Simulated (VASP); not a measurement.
# SbAs in VASP: vibrations by perturbation theory with LDA

Aim: the vibrations by perturbation theory of SbAs with LDA.

All numbers are computed with VASP 6.6.1; they aren't measurements. Logs are shortened: lines on timing, memory, paths and dates and some standing lists are left out, and cuts for length are marked.

## (1) The cell of the first run

The typed cell holds 2 atoms: a = 4.050 Å, b = 4.050 Å, c = 4.050 Å, α = 60.01°, β = 60.01°, γ = 60.01°.

## (2) Vibrations by perturbation theory, LDA

File INCAR:

```
SYSTEM = SbAs
PREC = Accurate
ENCUT = 520
EDIFF = 1E-8
ISMEAR = -1
SIGMA = 0.15
LREAL = .False.
LASPH = .True.
NELM = 60
ALGO = Normal
ISIF = 2
LWAVE = .False.
LCHARG = .False.
NBANDS = 12
IBRION = 8
NSW = 1
```

File KPOINTS:

```
Automatic mesh
0
Gamma
  12 12 12
  0 0 0
```

File POSCAR:

```
SbAs
1.0
    2.0249810413      1.1691233493      3.3063539016
   -2.0249810413      1.1691233493      3.3063539016
    0.0000000000     -2.3382466986      3.3063539016
Sb As
1 1
Direct
    0.5000000000      0.5000000000      0.5000000000
    0.0000000000      0.0000000000      0.0000000000
```

Potentials or basis: VASP PAW LDA potentials, release 64 (Sb, As).

Launch:

```
cat potpaw_LDA.64/Sb/POTCAR potpaw_LDA.64/As/POTCAR > POTCAR
mpirun -np 1 vasp_std > vasp.out
```

OUTCAR:

```text
SYSTEM = SbAs
   PREC = Accurate
   ENCUT = 520
   EDIFF = 1E-8
   ISMEAR = -1
   LREAL = .False.
   LASPH = .True.
   NELM = 60
   ISIF = 2
   IBRION = 8
   NSW = 1

 ion  position               nearest neighbor table
   1  0.500  0.500  0.500-   2 2.86   2 2.86   2 2.86   2 2.86   2 2.86   2 2.86
   2  0.000  0.000  0.000-   1 2.86   1 2.86   1 2.86   1 2.86   1 2.86   1 2.86

  LATTYP: Found a trigonal (rhomboedric) cell.
 ALAT       =     4.0496140243
 COS(alpha) =     0.4999140478

  Lattice vectors:

 A1 = (   2.0249810413,   1.1691233493,   3.3063539016)
 A2 = (  -2.0249810413,   1.1691233493,   3.3063539016)
 A3 = (   0.0000000000,  -2.3382466986,   3.3063539016)

Analysis of symmetry for initial positions (statically):
=====================================================================
 Subroutine PRICEL returns:
 Original cell was already a primitive cell.

 Routine SETGRP: Setting up the symmetry group for a
 trigonal (rhombohedral) supercell.

 Subroutine GETGRP returns: Found 12 space group operations
 (whereof 12 operations were pure point group operations)
 out of a pool of 12 trial point group operations.

The static configuration has the point symmetry D_3d.

Analysis of symmetry for dynamics (positions and initial velocities):
=====================================================================
 Subroutine PRICEL returns:
 Original cell was already a primitive cell.

 Routine SETGRP: Setting up the symmetry group for a
 trigonal (rhombohedral) supercell.

 Subroutine GETGRP returns: Found 12 space group operations
 (whereof 12 operations were pure point group operations)
 out of a pool of 12 trial point group operations.

The dynamic configuration has the point symmetry D_3d.

 Subroutine INISYM returns: Found 12 space group operations
 (whereof 12 operations are pure point group operations),
 and found     1 'primitive' translations

----------------------------------------------------------------------------------------

                                     Primitive cell

  volume of cell :      46.9658

  direct lattice vectors                    reciprocal lattice vectors
     2.024981041  1.169123349  3.306353902     0.246915892  0.142556957  0.100815987
    -2.024981041  1.169123349  3.306353902    -0.246915892  0.142556957  0.100815987
     0.000000000 -2.338246699  3.306353902     0.000000000 -0.285113913  0.100815987

  length of vectors
     4.049614024  4.049614024  4.049614024     0.302413305  0.302413305  0.302413305

  position of ions in fractional coordinates (direct lattice)
     0.500000000  0.500000000  0.500000000
     0.000000000  0.000000000  0.000000000

  ion indices of the primitive-cell ions
   primitive index   ion index
                 1           1
                 2           2

----------------------------------------------------------------------------------------

 KPOINTS: Automatic mesh

Automatic generation of k-mesh.
 Grid dimensions read from file:
 generate k-points for:   12   12   12

 Generating k-lattice:

  Cartesian coordinates                     Fractional coordinates (reciprocal lattice)
     0.020576324  0.011879746  0.008401332     0.083333333  0.000000000  0.000000000
    -0.020576324  0.011879746  0.008401332     0.000000000  0.083333333  0.000000000
     0.000000000 -0.023759493  0.008401332     0.000000000  0.000000000  0.083333333

  Length of vectors
     0.025201109  0.025201109  0.025201109

  Shift w.r.t. Gamma in fractional coordinates (k-lattice)
     0.000000000  0.000000000  0.000000000
[... 78 lines left out ...]
   AEXX    =    0.0000 exact exchange contribution
   IVDW    =     0    specifies the selected vdW correction
   LEPSILON=     F    determine dielectric tensor
   LRPA    =     F    only Hartree local field effects (RPA)
 non-spin polarized calculation
  energy-cutoff  :      520.00
  volume of cell :       46.97
 maximum number of plane-waves:      1284
   NGX = 15   NGY = 15   NGZ = 15

--------------------------------------- Ionic step        1  -------------------------------------------

 number of electron      10.0000000 magnetization

 number of electron       9.9999998 magnetization

 Free energy of the ion-electron system (eV)
  ---------------------------------------------------
  ext. energy  EPLUGINS =         0.00000000
  ---------------------------------------------------
  free energy    TOTEN  =       -10.18769253 eV

  energy without entropy =      -10.12407253  energy(sigma->0) =      -10.15588253

 E-fermi :   7.3000     XC(G=0): -10.3644

 val. band max:        7.2746364303   @ k =  -0.2500   0.0833  -0.0000
 cond. band min:       7.3168287494   @ k =  -0.2500   0.5000   0.2500
 fundamental gap:      0.0421923191
 Fermi energy:         7.3000365752

 k-point     1 :       0.0000    0.0000    0.0000
  band No.  band energies     occupation
      1      -6.7608      2.00000
      2       2.5802      2.00000
      3       5.4042      1.99999
      4       5.4042      1.99999
      5       5.4059      1.99999
      6      11.1165      0.00000
      7      11.1171      0.00000
      8      11.1171      0.00000
      9      12.5549      0.00000
     10      12.5549      0.00000
     11      12.5568      0.00000
     12      14.9720      0.00000
[... 331 lines left out ...]
 k-point    24 :      -0.4167    0.1667    0.0000
  band No.  band energies     occupation
      1      -4.0704      2.00000
      2      -2.7479      2.00000
      3       3.4275      2.00000
      4       5.1389      2.00000
      5       5.7743      1.99992
      6       8.4162      0.00117
      7       9.0544      0.00002
      8      11.0969      0.00000
      9      14.8091      0.00000
     10      15.5095      0.00000
     11      16.1985      0.00000
     12      19.4278      0.00000

 [... further k-points ...]
[... 5 lines left out ...]
  --------------------------------------------------------------------------------------
  -------------------------------------------------------------------------------------
  Total        0.0780649      0.0780649      0.0791983      0.0000000      0.0000000      0.0000000
  in kB        2.6630825      2.6630825      2.7017446      0.0000000      0.0000000      0.0000000
  external PRESSURE =       2.6759698 kB  Pullay stress =       0.0000000 kB

 VOLUME and BASIS-vectors are now :
 -----------------------------------------------------------------------------
  energy-cutoff  :      520.00
  volume of cell :       46.97
      direct lattice vectors                 reciprocal lattice vectors
     2.024981041  1.169123349  3.306353902     0.246915892  0.142556957  0.100815987
    -2.024981041  1.169123349  3.306353902    -0.246915892  0.142556957  0.100815987
     0.000000000 -2.338246699  3.306353902     0.000000000 -0.285113913  0.100815987

 POSITION                                       TOTAL-FORCE (eV/Angst)
 -----------------------------------------------------------------------------------
      0.00000      0.00000      4.95953         0.000000     -0.000000      0.000000
      0.00000      0.00000      0.00000        -0.000000      0.000000     -0.000000
 -----------------------------------------------------------------------------------
    total drift:                                0.000000      0.000000     -0.000000

  FREE ENERGIE OF THE ION-ELECTRON SYSTEM (eV)
  ---------------------------------------------------
  free  energy   TOTEN  =       -10.1876925314 eV

  energy  without entropy=      -10.1240725310  energy(sigma->0) =      -10.15588253

[... ionic steps 2 to 3 ...]

--------------------------------------- Ionic step        4  -------------------------------------------

------------------------ aborting loop because EDIFF is reached ----------------------------------------
[... 11 lines left out ...]
[... ionic steps 8 to 8 ...]

--------------------------------------- Ionic step        9  -------------------------------------------

 Free energy of the ion-electron system (eV)
  ---------------------------------------------------
  ---------------------------------------------------
  free energy    TOTEN  =        -0.04455280 eV

  energy without entropy =       -0.04455278

------------------------ aborting loop because EDIFF is reached ----------------------------------------

 INTERNAL STRAIN TENSOR  FOR ION    2  DIRECTION 3   (eV/Angst):
 -----------------------------------------------------------------------------
    -0.00153 -0.00000  0.00000
     0.00000 -0.00153  0.00000
     0.00000  0.00000  0.05260

 INTERNAL STRAIN TENSOR FOR ION    2 for displacements in x,y,z  (eV/Angst):
          X           Y           Z          XY          YZ          ZX
  --------------------------------------------------------------------------------
  x     0.00000     0.00000     0.00000     0.00000     0.00000     0.00000
  y     0.00000     0.00000     0.00000     0.00000     0.00000     0.00000
  z     0.00000     0.00000     0.00000     0.00000     0.00000     0.00000

 SECOND DERIVATIVES (NOT SYMMETRIZED)
 ------------------------------------
               1X          1Y          1Z          2X          2Y          2Z
  1X     2.281023    0.000000   -0.000000   -2.281023    0.000000    0.000000
  1Y     0.000000    2.281023    0.000000    0.000000   -2.281023   -0.000000
  1Z     0.000000    0.000000    2.278189    0.000000    0.000000   -2.278189
  2X    -2.281509    0.000000    0.000000    2.281509    0.000000    0.000000
  2Y     0.000000   -2.281509    0.000000    0.000000    2.281509    0.000000
  2Z     0.000000    0.000000   -2.278855    0.000000    0.000000    2.278855

 Eigenvectors and eigenvalues of the dynamical matrix
 ----------------------------------------------------

   1 f  =    0.000246 THz     0.001546 2PiTHz    0.008207 cm-1     0.001018 meV
             X         Y         Z           dx          dy          dz
      0.000000  0.000000  4.959531     0.000000    0.000000    0.786842
      0.000000  0.000000  0.000000     0.000000    0.000000    0.617155
[... 21 lines left out ...]
   6 f/i=    3.467180 THz    21.784932 2PiTHz  115.652661 cm-1    14.339096 meV
             X         Y         Z           dx          dy          dz
      0.000000  0.000000  4.959531    -0.000008   -0.617170    0.000000
      0.000000  0.000000  0.000000     0.000010    0.786830   -0.000000

--------------------------------------------------------------------------------------------------------

 ELASTIC MODULI CONTR FROM IONIC RELAXATION (kBar)
 Direction    XX          YY          ZZ          XY          YZ          ZX
 --------------------------------------------------------------------------------
 XX           0.0000      0.0000      0.0000      0.0000      0.0000      0.0000
 YY           0.0000      0.0000      0.0000      0.0000      0.0000      0.0000
 ZZ           0.0000      0.0000      0.0000      0.0000      0.0000      0.0000
 XY           0.0000      0.0000      0.0000      0.0000      0.0000      0.0000
 YZ           0.0000      0.0000      0.0000      0.0000      0.0000      0.0000
 ZX           0.0000      0.0000      0.0000      0.0000      0.0000      0.0000
 --------------------------------------------------------------------------------
```

Run time: 6.7 min. Hardware: 1 thread of Intel Xeon 6975P-C (Granite Rapids), shared host; peak memory 0.83 GiB.

What came out:

| Property | Result |
| --- | --- |
| Highest phonon frequency at Γ | 0 cm⁻¹ |
| Most unstable mode | 116i cm⁻¹ |

Phonon frequencies in cm⁻¹ (negative: imaginary):
```tsv
q point	frequencies
(0.000, 0.000, 0.000)	-116 -116 -116 0 0 0
```

Caveat: some modes are imaginary; spin-orbit coupling is left out, which moves the levels of the heavy elements.
